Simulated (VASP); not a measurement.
# ZnCd5Se6 (P-4m2) in VASP: further runs

The runs below take ZnCd5Se6 through single point, with PBE.

Program: VASP 6.6.1. These are calculated values, not measurements. Logs are shortened: lines on timing, memory, paths and dates and some standing lists are left out, and cuts for length are marked.

## 1. The cell of the first run

The structure is tetragonal, space group P-4m2 (No. 115). The conventional cell has a = 4.315 Å, b = 4.315 Å, c = 18.444 Å, α = 90.00°, β = 90.00°, γ = 90.00°. Within 3.3 Å of Zn (site symmetry -4m2) lie 4 Se at 2.53 Å. Cd (site symmetry 2mm) has 4 Se at 2.67 Å within 3.5 Å. Cd (site symmetry 2mm) has 4 Se at 2.67 to 2.68 Å within 3.5 Å. Within 3.5 Å of Cd (site symmetry -4m2) lie 4 Se at 2.67 Å. Within 3.5 Å of Se (site symmetry 2mm) lie 4 Cd at 2.67 Å. Within 3.3 Å of Se (site symmetry 2mm) lie 2 Zn at 2.53 Å and 2 Cd at 2.68 Å. Se (site symmetry 2mm) has 4 Cd at 2.67 Å within 3.5 Å.

## 2. Single point, PBE

Input file INCAR:

```
SYSTEM = ZnCd5Se6
  PREC = Accurate
  ENCUT = 520
  EDIFF = 1E-7
  ISMEAR = 0
  SIGMA = 0.1
  LREAL = .FALSE.
  LASPH = .TRUE.
  NELM = 60
  ALGO = Normal
  ISIF = 2
  LWAVE = .FALSE.
  LCHARG = .FALSE.
  GGA = PE
  NBANDS = 66
```

Input file KPOINTS:

```
regular mesh
0
G
  4 4 1
  0 0 0
```

Input file POSCAR:

```
ZnCd5Se6
1.0
    4.3154489000      0.0000000000      0.0000000000
    0.0000000000      4.3154489000      0.0000000000
    0.0000000000      0.0000000000     18.4443234000
Zn Cd Se
1 5 6
Direct
    0.0000000000      0.0000000000      0.0000000000
    0.0000000000      0.0000000000      0.6713480000
    0.5000000000      0.5000000000      0.8426820000
    0.5000000000      0.5000000000      0.1573180000
    0.0000000000      0.0000000000      0.3286520000
    0.5000000000      0.5000000000      0.5000000000
    0.5000000000      0.0000000000      0.7570150000
    0.0000000000      0.5000000000      0.9286960000
    0.5000000000      0.0000000000      0.0713040000
    0.0000000000      0.5000000000      0.2429850000
    0.5000000000      0.0000000000      0.4143260000
    0.0000000000      0.5000000000      0.5856740000
```

Potentials or basis: VASP PAW PBE potentials, release 64 (Zn, Cd, Se).

Run with:

```bash
$ cat potpaw_PBE.64/Zn/POTCAR potpaw_PBE.64/Cd/POTCAR potpaw_PBE.64/Se/POTCAR > POTCAR
$ mpirun -np 1 vasp_std > vasp.out
```

OUTCAR:

```text
SYSTEM = ZnCd5Se6
   PREC = Accurate
   ENCUT = 520
   EDIFF = 1E-7
   ISMEAR = 0
   LREAL = .FALSE.
   LASPH = .TRUE.
   NELM = 60
   ISIF = 2
   GGA = PE

 ion  position               nearest neighbor table
   1  0.000  0.000  0.000-   8 2.53   9 2.53   8 2.53   9 2.53
   2  0.000  0.000  0.671-   7 2.67   7 2.67  12 2.67  12 2.67
   3  0.500  0.500  0.843-   7 2.67   7 2.67   8 2.68   8 2.68
   4  0.500  0.500  0.157-  10 2.67  10 2.67   9 2.68   9 2.68
   5  0.000  0.000  0.329-  10 2.67  10 2.67  11 2.67  11 2.67
   6  0.500  0.500  0.500-  11 2.67  12 2.67  11 2.67  12 2.67
   7  0.500  0.000  0.757-   2 2.67   3 2.67   3 2.67   2 2.67
   8  0.000  0.500  0.929-   1 2.53   1 2.53   3 2.68   3 2.68
   9  0.500  0.000  0.071-   1 2.53   1 2.53   4 2.68   4 2.68
  10  0.000  0.500  0.243-   4 2.67   5 2.67   5 2.67   4 2.67
  11  0.500  0.000  0.414-   6 2.67   6 2.67   5 2.67   5 2.67
  12  0.000  0.500  0.586-   6 2.67   6 2.67   2 2.67   2 2.67

  LATTYP: Found a simple tetragonal cell.
 ALAT       =     4.3154489000
 C/A-ratio  =     4.2740219679

  Lattice vectors:

 A1 = (   4.3154489000,   0.0000000000,   0.0000000000)
 A2 = (   0.0000000000,   4.3154489000,   0.0000000000)
 A3 = (   0.0000000000,   0.0000000000,  18.4443234000)

Analysis of symmetry for initial positions (statically):
=====================================================================
 Subroutine PRICEL returns:
 Original cell was already a primitive cell.

 Routine SETGRP: Setting up the symmetry group for a
 simple tetragonal supercell.

 Subroutine GETGRP returns: Found  8 space group operations
 (whereof  8 operations were pure point group operations)
 out of a pool of 16 trial point group operations.

The static configuration has the point symmetry D_2d.

Analysis of symmetry for dynamics (positions and initial velocities):
=====================================================================
 Subroutine PRICEL returns:
 Original cell was already a primitive cell.

 Routine SETGRP: Setting up the symmetry group for a
 simple tetragonal supercell.

 Subroutine GETGRP returns: Found  8 space group operations
 (whereof  8 operations were pure point group operations)
 out of a pool of 16 trial point group operations.

The dynamic configuration has the point symmetry D_2d.

 Subroutine INISYM returns: Found  8 space group operations
 (whereof  8 operations are pure point group operations),
 and found     1 'primitive' translations

----------------------------------------------------------------------------------------

                                     Primitive cell

  volume of cell :     343.4905

  direct lattice vectors                    reciprocal lattice vectors
     4.315448900  0.000000000  0.000000000     0.231725603  0.000000000  0.000000000
     0.000000000  4.315448900  0.000000000     0.000000000  0.231725603  0.000000000
     0.000000000  0.000000000 18.444323400     0.000000000  0.000000000  0.054217223

  length of vectors
     4.315448900  4.315448900 18.444323400     0.231725603  0.231725603  0.054217223

  position of ions in fractional coordinates (direct lattice)
     0.000000000  0.000000000  0.000000000
     0.000000000  0.000000000  0.671348000
     0.500000000  0.500000000  0.842682000
     0.500000000  0.500000000  0.157318000
     0.000000000  0.000000000  0.328652000
     0.500000000  0.500000000  0.500000000
     0.500000000  0.000000000  0.757015000
     0.000000000  0.500000000  0.928696000
     0.500000000  0.000000000  0.071304000
     0.000000000  0.500000000  0.242985000
     0.500000000  0.000000000  0.414326000
     0.000000000  0.500000000  0.585674000

  ion indices of the primitive-cell ions
   primitive index   ion index
                 1           1
                 2           2
                 3           3
                 4           4
                 5           5
                 6           6
                 7           7
                 8           8
                 9           9
                10          10
                11          11
                12          12

----------------------------------------------------------------------------------------

 KPOINTS: regular mesh

Automatic generation of k-mesh.
 Grid dimensions read from file:
 generate k-points for:    4    4    1

 Generating k-lattice:

  Cartesian coordinates                     Fractional coordinates (reciprocal lattice)
     0.057931401  0.000000000  0.000000000     0.250000000  0.000000000  0.000000000
     0.000000000  0.057931401  0.000000000     0.000000000  0.250000000  0.000000000
     0.000000000  0.000000000  0.054217223     0.000000000  0.000000000  1.000000000

  Length of vectors
     0.057931401  0.057931401  0.054217223

  Shift w.r.t. Gamma in fractional coordinates (k-lattice)
     0.000000000  0.000000000  0.000000000

 Subroutine IBZKPT returns following result:
 ===========================================

 Found      6 irreducible k-points:

 Following reciprocal coordinates:
            Coordinates               Weight
  0.000000  0.000000  0.000000      1.000000
  0.250000  0.000000  0.000000      4.000000
  0.500000  0.000000  0.000000      2.000000
  0.250000  0.250000  0.000000      4.000000
  0.500000  0.250000  0.000000      4.000000
  0.500000  0.500000  0.000000      1.000000
   k-points           NKPTS =      6   k-points in BZ     NKDIM =      6   number of bands    NBANDS=     66
   number of dos      NEDOS =    301   number of ions     NIONS =     12
   total plane-waves  NPLWV = 143360
   dimension x,y,z NGX =    32 NGY =   32 NGZ =  140
   dimension x,y,z NGXF=    64 NGYF=   64 NGZF=  280
   ions per type =               1   5   6
   NGX,Y,Z   is equivalent  to a cutoff of  12.33, 12.33, 12.62 a.u.
   NGXF,Y,Z  is equivalent  to a cutoff of  24.66, 24.66, 25.24 a.u.
 SYSTEM =  ZnCd5Se6
   PREC   = accura    normal or accurate (medium, high low for compatibility)
   ISTART =      0    job   : 0-new  1-cont  2-samecut
   ICHARG =      2    charge: 1-file 2-atom 10-const
   ISPIN  =      1    spin polarized calculation?
   LNONCOLLINEAR =      F non collinear calculations
   LSORBIT =      F    spin-orbit coupling
   LASPH  =      T    aspherical Exc in radial PAW
   ENCUT  =  520.0 eV  38.22 Ry    6.18 a.u.   8.02  8.02 34.29*2*pi/ulx,y,z
   NELM   =     60;   NELMIN=  2; NELMDL= -5     # of ELM steps
   EDIFF  = 0.1E-06   stopping-criterion for ELM
   LREAL  =      F    real-space projection
   EDIFFG = 0.1E-05   stopping-criterion for IOM
   NSW    =      0    number of steps for IOM
   IBRION =     -1    ionic relax: 0-MD 1-quasi-New 2-CG
   NFREE  =      0    steps in history (QN), initial steepest desc. (CG)
   ISIF   =      2    stress and relaxation
   ISYM   =      2    0-nonsym 1-usesym 2-fastsym
   POTIM  = 0.5000    time-step for ionic-motion
   TEBEG  =    0.0;   TEEND  =   0.0 temperature during run
   PSTRESS=    0.0 pullay stress
   NELECT =     108.0000    total number of electrons
   NUPDOWN=      -1.0000    fix difference up-down
   EMIN   =  10.00;   EMAX   =-10.00  energy-range for DOS
   EFERMI =   0.00;   METHOD = LEGACY
   ISMEAR =     0;   SIGMA  =   0.10  broadening in eV -4-tet -1-fermi 0-gaus
   EFERMI_NEDOS =   21; number of points for ismear=-14 and -15
   IALGO  =     38    algorithm
   IMIX   =      4    mixing-type and parameters
     AMIX     =   0.40;   BMIX     =  1.00
     AMIX_MAG =   1.60;   BMIX_MAG =  1.00
  volume/ion in A,a.u.               =      28.62       193.17
  Fermi-wavevector in a.u.,A,eV,Ry     =   1.113212  2.103666 16.860895  1.239241
  Thomas-Fermi vector in A             =   2.249794
   LORBIT       =      0    0 simple, 1 ext, 2 COOP (PROOUT), +10 PAW based schemes
   GGA     = PE    functional components
   LHFCALC =     F    Hartree Fock is set to
   AEXX    =    0.0000 exact exchange contribution
   IVDW    =     0    specifies the selected vdW correction
   LEPSILON=     F    determine dielectric tensor
   LRPA    =     F    only Hartree local field effects (RPA)
 non-spin polarized calculation
 Gauss-broadening in eV      SIGMA  =   0.10
  energy-cutoff  :      520.00
  volume of cell :      343.49
 maximum number of plane-waves:      9288
   NGX = 17   NGY = 17   NGZ = 69

 number of electron     107.9999991 magnetization

 Free energy of the ion-electron system (eV)
  ---------------------------------------------------
  ext. energy  EPLUGINS =         0.00000000
  ---------------------------------------------------
  free energy    TOTEN  =       -33.32557458 eV

  energy without entropy =      -33.32556683  energy(sigma->0) =      -33.32557071

 E-fermi :   0.9526     XC(G=0):  -8.7220

 val. band max:        0.6789068772   @ k =   0.0000   0.0000   0.0000
 cond. band min:       1.2140495064   @ k =   0.0000   0.0000   0.0000
 fundamental gap:      0.5351426292
 Fermi energy:         0.9526152514

 k-point     1 :       0.0000    0.0000    0.0000
  band No.  band energies     occupation
      1     -11.8336      2.00000
      2     -11.6265      2.00000
      3     -11.5696      2.00000
      4     -11.3825      2.00000
      5     -11.3363      2.00000
      6     -11.2256      2.00000
[... 58 lines left out ...]
     65       5.5877      0.00000
     66       6.5826      0.00000

 k-point     2 :       0.2500    0.0000    0.0000
  band No.  band energies     occupation
      1     -11.6836      2.00000
      2     -11.5212      2.00000
      3     -11.4801      2.00000
      4     -11.3487      2.00000
      5     -11.3169      2.00000
      6     -11.2425      2.00000
[... 265 lines left out ...]
     65       6.0491      0.00000
     66       6.0676      0.00000

 k-point     6 :       0.5000    0.5000    0.0000
  band No.  band energies     occupation
      1     -11.2551      2.00000
      2     -11.2551      2.00000
      3     -11.2373      2.00000
      4     -11.2373      2.00000
      5     -11.2354      2.00000
      6     -11.2354      2.00000
[... 58 lines left out ...]
     65       5.1573      0.00000
     66       5.4488      0.00000

------------------------ aborting loop because EDIFF is reached ----------------------------------------

  FORCE on cell =-STRESS in cart. coord.  units (eV):
  Direction    XX          YY          ZZ          XY          YZ          ZX
  --------------------------------------------------------------------------------------
  -------------------------------------------------------------------------------------
  Total        0.7840011      0.7840011      0.3921878      0.0000000      0.0000000      0.0000000
  in kB        3.6568957      3.6568957      1.8293211      0.0000000      0.0000000      0.0000000
  external PRESSURE =       3.0477042 kB  Pullay stress =       0.0000000 kB

 VOLUME and BASIS-vectors are now :
 -----------------------------------------------------------------------------
  energy-cutoff  :      520.00
  volume of cell :      343.49
      direct lattice vectors                 reciprocal lattice vectors
     4.315448900  0.000000000  0.000000000     0.231725603  0.000000000  0.000000000
     0.000000000  4.315448900  0.000000000     0.000000000  0.231725603  0.000000000
     0.000000000  0.000000000 18.444323400     0.000000000  0.000000000  0.054217223

 POSITION                                       TOTAL-FORCE (eV/Angst)
 -----------------------------------------------------------------------------------
      0.00000      0.00000      0.00000        -0.000000      0.000000      0.000000
      0.00000      0.00000     12.38256        -0.000000      0.000000     -0.001045
      2.15772      2.15772     15.54270        -0.000000      0.000000     -0.001326
      2.15772      2.15772      2.90162        -0.000000      0.000000      0.001326
      0.00000      0.00000      6.06176        -0.000000      0.000000      0.001045
      2.15772      2.15772      9.22216         0.000000     -0.000000      0.000000
      2.15772      0.00000     13.96263        -0.000000      0.000000      0.001429
      0.00000      2.15772     17.12917        -0.000000      0.000000      0.025254
      2.15772      0.00000      1.31515        -0.000000      0.000000     -0.025254
      0.00000      2.15772      4.48169        -0.000000      0.000000     -0.001429
      2.15772      0.00000      7.64196        -0.000000      0.000000     -0.000962
      0.00000      2.15772     10.80236        -0.000000      0.000000      0.000962
 -----------------------------------------------------------------------------------
    total drift:                                0.000000     -0.000000      0.000000

  FREE ENERGIE OF THE ION-ELECTRON SYSTEM (eV)
  ---------------------------------------------------
  free  energy   TOTEN  =       -33.3255745815 eV

  energy  without entropy=      -33.3255668322  energy(sigma->0) =      -33.32557071
```

Run time: 5 min. Hardware: 1 thread of Intel Xeon 8259CL, shared host; peak memory 0.41 GiB.

What came out:

```yaml
Free_energy: -33.3256 eV
Pressure: 0.3 GPa
Largest_force: 0.025 eV/Å
Band_gap_on_the_k_mesh: 0.54 eV
```

Forces on the atoms (eV/Å):
```
Zn   0.000  0.000  0.000
Cd   0.000  0.000 -0.001
Cd   0.000  0.000 -0.001
Cd   0.000  0.000  0.001
Cd   0.000  0.000  0.001
Cd   0.000  0.000  0.000
Se   0.000  0.000  0.001
Se   0.000  0.000  0.025
Se   0.000  0.000 -0.025
Se   0.000  0.000 -0.001
Se   0.000  0.000 -0.001
Se   0.000  0.000  0.001
```

Caveat: semilocal functionals underestimate gaps, and a narrow one can read as zero.

## 3. Single point, PBE

Input file INCAR:

```
SYSTEM = ZnCd5Se6
  PREC = Accurate
  ENCUT = 520
  EDIFF = 1E-6
  ISMEAR = 0
  SIGMA = 0.01
  LREAL = .False.
  LASPH = .True.
  NELM = 80
  ALGO = Normal
  ISIF = 2
  LWAVE = .False.
  LCHARG = .True.
  GGA = PE
  LELF = .True.
  LVHAR = .True.
  NBANDS = 66
```

Input file KPOINTS:

```
regular mesh
0
Gamma
  8 8 2
  0 0 0
```

Input file POSCAR:

```
ZnCd5Se6
1.0
    4.3154187979      0.0000000000      0.0000000000
    0.0000000000      4.3154187979      0.0000000000
    0.0000000000      0.0000000000     18.4482688842
Zn Cd Se
1 5 6
Direct
    0.0000000000      0.0000000000      0.0000000000
    0.0000000000      0.0000000000      0.6713462686
    0.5000000000      0.5000000000      0.8426719253
    0.5000000000      0.5000000000      0.1573280747
    0.0000000000      0.0000000000      0.3286537314
    0.5000000000      0.5000000000      0.5000000000
    0.5000000000      0.0000000000      0.7570156060
    0.0000000000      0.5000000000      0.9287094388
    0.5000000000      0.0000000000      0.0712905612
    0.0000000000      0.5000000000      0.2429843940
    0.5000000000      0.0000000000      0.4143235789
    0.0000000000      0.5000000000      0.5856764211
```

Potentials or basis: VASP PAW PBE potentials, release 64 (Zn, Cd, Se).

Run with:

```bash
$ cat potpaw_PBE.64/Zn/POTCAR potpaw_PBE.64/Cd/POTCAR potpaw_PBE.64/Se/POTCAR > POTCAR
$ mpirun -np 1 vasp_std > vasp.out
```

Run time: 19 min. Hardware: 1 thread of Oxide Virtual Turin-like, shared host; peak memory 0.69 GiB.

It converged, with:

```
Free energy            : -33.4343 eV
Pressure               : 0.2 GPa
Largest force          : 0.015 eV/Å
Band gap on the k mesh : 0.54 eV
```

Forces in eV/Å, atoms in the order of the input:
```
Zn   0.000  0.000  0.000
Cd   0.000  0.000  0.000
Cd   0.000  0.000  0.000
Cd   0.000  0.000  0.000
Cd   0.000  0.000  0.000
Cd   0.000  0.000  0.000
Se   0.000  0.000  0.000
Se   0.000  0.000  0.015
Se   0.000  0.000 -0.015
Se   0.000  0.000  0.000
Se   0.000  0.000  0.000
Se   0.000  0.000  0.000
```

Levels at points of the mesh, in eV from the valence-band top:
| k point | band 52 | band 53 | band 54 | band 55 | band 56 | band 57 |
| --- | --- | --- | --- | --- | --- | --- |
| (0.00, 0.00, 0.00) | -0.07 | 0.00 | 0.00 | 0.54 | 2.35 | 2.38 |
| (0.50, 0.00, 0.00) | -0.64 | -0.63 | -0.63 | 2.50 | 2.65 | 2.66 |
| (0.50, 0.50, 0.00) | -1.74 | -1.74 | -1.70 | 3.19 | 3.19 | 3.55 |
| (0.00, 0.00, 0.50) | -0.18 | -0.12 | -0.12 | 1.34 | 1.36 | 3.03 |
| (0.50, 0.00, 0.50) | -0.64 | -0.63 | -0.63 | 2.25 | 2.34 | 3.12 |
| (0.50, 0.50, 0.50) | -1.81 | -1.81 | -1.76 | 3.50 | 3.50 | 3.54 |

Caveat: semilocal functionals underestimate gaps, and a narrow one can read as zero.
